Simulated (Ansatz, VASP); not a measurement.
# NaCl: VASP beside Ansatz

Contents of INCAR:

```
SYSTEM = NaCl
ALGO = Normal
EDIFF = 1E-8
ENCUT = 520
GGA = PE
ISIF = 2
ISMEAR = -1
LASPH = .True.
LCHARG = .False.
LEFG = .True.
LREAL = .False.
LWAVE = .False.
NBANDS = 14
NELM = 80
PREC = Accurate
SIGMA = 0.03
```

Contents of KPOINTS:

```
k-points
0
Gamma
  9 9 9
  0 0 0
```

Contents of POSCAR:

```
NaCl
1.0
    2.9172000000      0.0000000000      0.0000000000
    0.0000000000      2.9172000000      0.0000000000
    0.0000000000      0.0000000000      2.8600000000
Na Cl
1 1
Direct
    0.0000000000      0.0000000000      0.0000000000
    0.5000000000      0.5000000000      0.5000000000
```

Input for Ansatz:

```yaml
crystal:
  lattice:
    - [2.9172, 0.0, 0.0]
    - [0.0, 2.9172, 0.0]
    - [0.0, 0.0, 2.86]
  atoms:
    - { symbol: Na, position: [0.0, 0.0, 0.0] }
    - { symbol: Cl, position: [0.5, 0.5, 0.5] }
kpoints:
  mp_grid: { grid: [9, 9, 9] }
scf:
  occupations: { method: fermi_dirac, width: 0.03 }
hamiltonian:
  xc: pbe
  pseudopotentials: { kind: all_electron, datasets: crystal }
output:
  forces: true
  stress: true
  eigenvalues: true
  efg: { contact_densities: true }
```

Change from the starting cell: x and y stretched by +2 %, z held, crystal datasets.

Alike in both runs: task electric field gradients; functional PBE; k mesh 9 × 9 × 9; occupations fermi-dirac, width 0.03 eV; no spin polarisation.

|  | VASP | Ansatz |
| --- | --- | --- |
| version | VASP 6.6.1 | Ansatz 0.2.0 |
| potentials or method | VASP PAW PBE potentials, release 64 (Na_pv, Cl), cutoff 520 eV | all-electron PAW with datasets made for the crystal, scalar-relativistic |

|  | VASP | Ansatz | Ansatz less VASP |
| --- | --- | --- | --- |
| gap on the k mesh at the Fermi level (eV) | 4.71 | 4.67 | -0.045 |
| size of Vzz on the site where it differs most (V/Å²) | 10.8 | 11.1 | +0.26 |

Ansatz ran all-electron here, and VASP with PAW potentials.
